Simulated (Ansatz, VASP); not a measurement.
# GaIr: VASP beside Ansatz

```xyz
2
Lattice="2.9940 0.0000 0.0000 0.0000 2.9940 0.0000 0.0000 0.0000 2.9940" Properties=species:S:1:pos:R:3 pbc="T T T"
Ga    0.0000    0.0000    0.0000
Ir    1.4970    1.4970    1.4970
```

Change from the starting cell: volume scaled by 0.99, crystal datasets.

Alike in both runs: task electric field gradients; functional PBEsol; k mesh 12 × 12 × 12; occupations fermi-dirac, width 0.05 eV; no spin polarisation.

|  | VASP | Ansatz |
| --- | --- | --- |
| version | VASP 6.6.1 | Ansatz 0.2.0 |
| potentials or method | VASP PAW PBE potentials, release 64 (Ga_d, Ir), cutoff 520 eV | all-electron PAW with datasets made for the crystal, scalar-relativistic |

VASP gave:

- pressure (GPa): 7.4

Task: Estimate Ansatz's values.

Result: Pressure (GPa): 6.7.

VASP's potentials were made for PBE, not for PBEsol. Ansatz ran all-electron here, and VASP with PAW potentials.

Neither program's run includes spin-orbit coupling.
